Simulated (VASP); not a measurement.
# CdPt (P4/mmm) in VASP: a series of runs

The runs below take CdPt through single point, relaxation of cell and atoms, with LDA.

Program: VASP 6.6.1. These are calculated values, not measurements. Logs are shortened: lines on timing, memory, paths and dates and some standing lists are left out, and cuts for length are marked.

## Step 1: The cell of the first run

It takes space group P4/mmm (No. 123, tetragonal). Conventional cell: a = 2.919 Å, b = 2.919 Å, c = 3.796 Å, α = 90.00°, β = 90.00°, γ = 90.00°. Within 3.7 Å of Cd (site symmetry 4/mmm) lie 8 Pt at 2.80 Å and 4 Cd at 2.92 Å. Pt (site symmetry 4/mmm) has 8 Cd at 2.80 Å and 4 Pt at 2.92 Å within 3.7 Å.

## Step 2: Single point, LDA

File INCAR:

```
SYSTEM = CdPt
ALGO = Normal
EDIFF = 1E-7
ENCUT = 520
GGA = CA
ISIF = 2
ISMEAR = 0
LASPH = .True.
LCHARG = .True.
LELF = .True.
LREAL = .False.
LVHAR = .True.
LWAVE = .False.
NBANDS = 18
NELM = 100
PREC = Accurate
SIGMA = 0.1
```

File KPOINTS:

```
k-points
0
Gamma
  14 14 12
  0 0 0
```

File POSCAR:

```
CdPt
1.0
    2.9189281451      0.0000000000      0.0000000000
    0.0000000000      2.9189281451      0.0000000000
    0.0000000000      0.0000000000      3.7960927498
Cd Pt
1 1
Direct
    0.0000000000      0.0000000000      0.0000000000
    0.5000000000      0.5000000000      0.5000000000
```

Potentials or basis: VASP PAW LDA potentials, release 64 (Cd, Pt).

On the command line:

```console
$ cat potpaw_LDA.64/Cd/POTCAR potpaw_LDA.64/Pt/POTCAR > POTCAR
$ mpirun -np 1 vasp_std > vasp.out
```

OUTCAR:

```text
SYSTEM = CdPt
   EDIFF = 1E-7
   ENCUT = 520
   GGA = CA
   ISIF = 2
   ISMEAR = 0
   LASPH = .True.
   LREAL = .False.
   NELM = 100
   PREC = Accurate

 ion  position               nearest neighbor table
   1  0.000  0.000  0.000-   2 2.80   2 2.80   2 2.80   2 2.80   2 2.80   2 2.80   2 2.80   2 2.80

   2  0.500  0.500  0.500-   1 2.80   1 2.80   1 2.80   1 2.80   1 2.80   1 2.80   1 2.80   1 2.80

  LATTYP: Found a simple tetragonal cell.
 ALAT       =     2.9189281451
 C/A-ratio  =     1.3005091462

  Lattice vectors:

 A1 = (   2.9189281451,   0.0000000000,   0.0000000000)
 A2 = (   0.0000000000,   2.9189281451,   0.0000000000)
 A3 = (   0.0000000000,   0.0000000000,   3.7960927498)

Analysis of symmetry for initial positions (statically):
=====================================================================
 Subroutine PRICEL returns:
 Original cell was already a primitive cell.

 Routine SETGRP: Setting up the symmetry group for a
 simple tetragonal supercell.

 Subroutine GETGRP returns: Found 16 space group operations
 (whereof 16 operations were pure point group operations)
 out of a pool of 16 trial point group operations.

The static configuration has the point symmetry D_4h.

Analysis of symmetry for dynamics (positions and initial velocities):
=====================================================================
 Subroutine PRICEL returns:
 Original cell was already a primitive cell.

 Routine SETGRP: Setting up the symmetry group for a
 simple tetragonal supercell.

 Subroutine GETGRP returns: Found 16 space group operations
 (whereof 16 operations were pure point group operations)
 out of a pool of 16 trial point group operations.

The dynamic configuration has the point symmetry D_4h.

 Subroutine INISYM returns: Found 16 space group operations
 (whereof 16 operations are pure point group operations),
 and found     1 'primitive' translations

----------------------------------------------------------------------------------------

                                     Primitive cell

  volume of cell :      32.3432

  direct lattice vectors                    reciprocal lattice vectors
     2.918928145  0.000000000  0.000000000     0.342591510  0.000000000  0.000000000
     0.000000000  2.918928145  0.000000000     0.000000000  0.342591510  0.000000000
     0.000000000  0.000000000  3.796092750     0.000000000  0.000000000  0.263428758

  length of vectors
     2.918928145  2.918928145  3.796092750     0.342591510  0.342591510  0.263428758

  position of ions in fractional coordinates (direct lattice)
     0.000000000  0.000000000  0.000000000
     0.500000000  0.500000000  0.500000000

  ion indices of the primitive-cell ions
   primitive index   ion index
                 1           1
                 2           2

----------------------------------------------------------------------------------------

 KPOINTS: k-points

Automatic generation of k-mesh.
 Grid dimensions read from file:
 generate k-points for:   14   14   12

 Generating k-lattice:

  Cartesian coordinates                     Fractional coordinates (reciprocal lattice)
     0.024470822  0.000000000  0.000000000     0.071428571  0.000000000  0.000000000
     0.000000000  0.024470822  0.000000000     0.000000000  0.071428571  0.000000000
     0.000000000  0.000000000  0.021952397     0.000000000  0.000000000  0.083333333

  Length of vectors
     0.024470822  0.024470822  0.021952397

  Shift w.r.t. Gamma in fractional coordinates (k-lattice)
     0.000000000  0.000000000  0.000000000

 Subroutine IBZKPT returns following result:
 ===========================================

 Found    252 irreducible k-points:

 Following reciprocal coordinates:
            Coordinates               Weight
  0.000000  0.000000  0.000000      1.000000
  0.071429  0.000000  0.000000      4.000000
  0.142857  0.000000  0.000000      4.000000
  0.214286  0.000000  0.000000      4.000000
  0.285714  0.000000  0.000000      4.000000
  0.357143  0.000000  0.000000      4.000000
[... 16 lines left out ...]
  0.285714  0.214286  0.000000      8.000000
  0.357143  0.214286  0.000000      8.000000
 [... further k-points ...]
   k-points           NKPTS =    252   k-points in BZ     NKDIM =    252   number of bands    NBANDS=     18
   number of dos      NEDOS =    301   number of ions     NIONS =      2
   total plane-waves  NPLWV =  16128
   dimension x,y,z NGX =    24 NGY =   24 NGZ =   28
   dimension x,y,z NGXF=    48 NGYF=   48 NGZF=   56
   ions per type =               1   1
   NGX,Y,Z   is equivalent  to a cutoff of  13.67, 13.67, 12.26 a.u.
   NGXF,Y,Z  is equivalent  to a cutoff of  27.34, 27.34, 24.52 a.u.
 SYSTEM =  CdPt
   PREC   = accura    normal or accurate (medium, high low for compatibility)
   ISTART =      0    job   : 0-new  1-cont  2-samecut
   ICHARG =      2    charge: 1-file 2-atom 10-const
   ISPIN  =      1    spin polarized calculation?
   LNONCOLLINEAR =      F non collinear calculations
   LSORBIT =      F    spin-orbit coupling
   LASPH  =      T    aspherical Exc in radial PAW
   ENCUT  =  520.0 eV  38.22 Ry    6.18 a.u.   5.43  5.43  7.06*2*pi/ulx,y,z
   NELM   =    100;   NELMIN=  2; NELMDL= -5     # of ELM steps
   EDIFF  = 0.1E-06   stopping-criterion for ELM
   LREAL  =      F    real-space projection
   EDIFFG = 0.1E-05   stopping-criterion for IOM
   NSW    =      0    number of steps for IOM
   IBRION =     -1    ionic relax: 0-MD 1-quasi-New 2-CG
   NFREE  =      0    steps in history (QN), initial steepest desc. (CG)
   ISIF   =      2    stress and relaxation
   ISYM   =      2    0-nonsym 1-usesym 2-fastsym
   POTIM  = 0.5000    time-step for ionic-motion
   TEBEG  =    0.0;   TEEND  =   0.0 temperature during run
   PSTRESS=    0.0 pullay stress
   NELECT =      22.0000    total number of electrons
   NUPDOWN=      -1.0000    fix difference up-down
   EMIN   =  10.00;   EMAX   =-10.00  energy-range for DOS
   EFERMI =   0.00;   METHOD = LEGACY
   ISMEAR =     0;   SIGMA  =   0.10  broadening in eV -4-tet -1-fermi 0-gaus
   EFERMI_NEDOS =   21; number of points for ismear=-14 and -15
   IALGO  =     38    algorithm
   IMIX   =      4    mixing-type and parameters
     AMIX     =   0.40;   BMIX     =  1.00
     AMIX_MAG =   1.60;   BMIX_MAG =  1.00
  volume/ion in A,a.u.               =      16.17       109.13
  Fermi-wavevector in a.u.,A,eV,Ry     =   1.439753  2.720738 28.203345  2.072887
  Thomas-Fermi vector in A             =   2.558573
   LORBIT       =      0    0 simple, 1 ext, 2 COOP (PROOUT), +10 PAW based schemes
   GGA     = CA    functional components
   LHFCALC =     F    Hartree Fock is set to
   AEXX    =    0.0000 exact exchange contribution
   IVDW    =     0    specifies the selected vdW correction
   LEPSILON=     F    determine dielectric tensor
   LRPA    =     F    only Hartree local field effects (RPA)
 non-spin polarized calculation
 Gauss-broadening in eV      SIGMA  =   0.10
  energy-cutoff  :      520.00
  volume of cell :       32.34
 maximum number of plane-waves:       898
 NGX is ok and might be reduce to    24
   NGX = 11   NGY = 11   NGZ = 15

 number of electron      21.9999989 magnetization

 Free energy of the ion-electron system (eV)
  ---------------------------------------------------
  ext. energy  EPLUGINS =         0.00000000
  ---------------------------------------------------
  free energy    TOTEN  =        -9.68270800 eV

  energy without entropy =       -9.67961994  energy(sigma->0) =       -9.68116397

 E-fermi :   6.9932     XC(G=0): -13.1182

 val. band max:        6.9901454389   @ k =   0.4286   0.1429   0.5000
 cond. band min:       6.9986788475   @ k =   0.5000   0.1429   0.3333
 fundamental gap:      0.0085334086
 Fermi energy:         6.9932246433

 k-point     1 :       0.0000    0.0000    0.0000
  band No.  band energies     occupation
      1      -2.9384      2.00000
      2      -2.6395      2.00000
      3      -2.3838      2.00000
      4      -1.3592      2.00000
      5      -1.3592      2.00000
      6      -0.9768      2.00000
[... 10 lines left out ...]
     17      23.1780      0.00000
     18      23.5811      0.00000

 k-point     2 :       0.0714    0.0000    0.0000
  band No.  band energies     occupation
      1      -2.8291      2.00000
      2      -2.5975      2.00000
      3      -2.3448      2.00000
      4      -1.3883      2.00000
      5      -1.3478      2.00000
      6      -1.0015      2.00000
[... 10 lines left out ...]
     17      23.1841      0.00000
     18      24.1402      0.00000

 k-point     3 :       0.1429    0.0000    0.0000
  band No.  band energies     occupation
      1      -2.5935      2.00000
      2      -2.4016      2.00000
      3      -2.2243      2.00000
      4      -1.4688      2.00000
      5      -1.3155      2.00000
      6      -1.0700      2.00000
[... 10 lines left out ...]
     17      22.7661      0.00000
     18      24.8571      0.00000

 k-point     4 :       0.2143    0.0000    0.0000
  band No.  band energies     occupation
      1      -2.4593      2.00000
      2      -2.0344      2.00000
      3      -1.8678      2.00000
      4      -1.5824      2.00000
      5      -1.2683      2.00000
      6      -1.1671      2.00000
[... 375 lines left out ...]
      4      -1.7072      2.00000
      5      -1.4797      2.00000
      6      -0.5911      2.00000
[... 10 lines left out ...]
     17      23.1395      0.00000
     18      23.2708      0.00000

 k-point    23 :       0.2857    0.2143    0.0000
  band No.  band energies     occupation
      1      -1.9521      2.00000
      2      -1.8208      2.00000
      3      -1.8173      2.00000
      4      -1.6892      2.00000
      5      -1.5521      2.00000
      6       0.0688      2.00000
[... 10 lines left out ...]
     17      21.7891      0.00000
     18      22.2090      0.00000

 k-point    24 :       0.3571    0.2143    0.0000
  band No.  band energies     occupation
      1      -2.0305      2.00000
      2      -1.9355      2.00000
      3      -1.7837      2.00000
      4      -1.6018      2.00000
      5      -1.4873      2.00000
      6       0.9018      2.00000
[... 10 lines left out ...]
     17      20.3248      0.00000
     18      20.8834      0.00000

 [... further k-points ...]

------------------------ aborting loop because EDIFF is reached ----------------------------------------

  FORCE on cell =-STRESS in cart. coord.  units (eV):
  Direction    XX          YY          ZZ          XY          YZ          ZX
  --------------------------------------------------------------------------------------
  -------------------------------------------------------------------------------------
  Total        0.3573622      0.3573622      0.4121135      0.0000000     -0.0000000      0.0000000
  in kB       17.7025412     17.7025412     20.4147385      0.0000000     -0.0000000      0.0000000
  external PRESSURE =      18.6066070 kB  Pullay stress =       0.0000000 kB

 VOLUME and BASIS-vectors are now :
 -----------------------------------------------------------------------------
  energy-cutoff  :      520.00
  volume of cell :       32.34
      direct lattice vectors                 reciprocal lattice vectors
     2.918928145  0.000000000  0.000000000     0.342591510  0.000000000  0.000000000
     0.000000000  2.918928145  0.000000000     0.000000000  0.342591510  0.000000000
     0.000000000  0.000000000  3.796092750     0.000000000  0.000000000  0.263428758

 POSITION                                       TOTAL-FORCE (eV/Angst)
 -----------------------------------------------------------------------------------
      0.00000      0.00000      0.00000         0.000000      0.000000      0.000000
      1.45946      1.45946      1.89805         0.000000      0.000000      0.000000
 -----------------------------------------------------------------------------------
    total drift:                                0.000000      0.000000     -0.000000

  FREE ENERGIE OF THE ION-ELECTRON SYSTEM (eV)
  ---------------------------------------------------
  free  energy   TOTEN  =        -9.6827079975 eV

  energy  without entropy=       -9.6796199449  energy(sigma->0) =       -9.68116397
```

It took 1.7 min on 1 thread of Intel Xeon Platinum 8375C at 2.90GHz (Ice Lake), shared host; peak memory 0.26 GiB.

Results:

* Free energy: -9.6827 eV
* Pressure: 1.9 GPa
* Band gap on the k mesh: zero (band 11 reaches 11.18 eV, above the bottom of band 12 at 5.52 eV)

Caveat: spin-orbit coupling is left out, which moves the levels of the heavy elements.

(Part 1 of 2 ends here.)
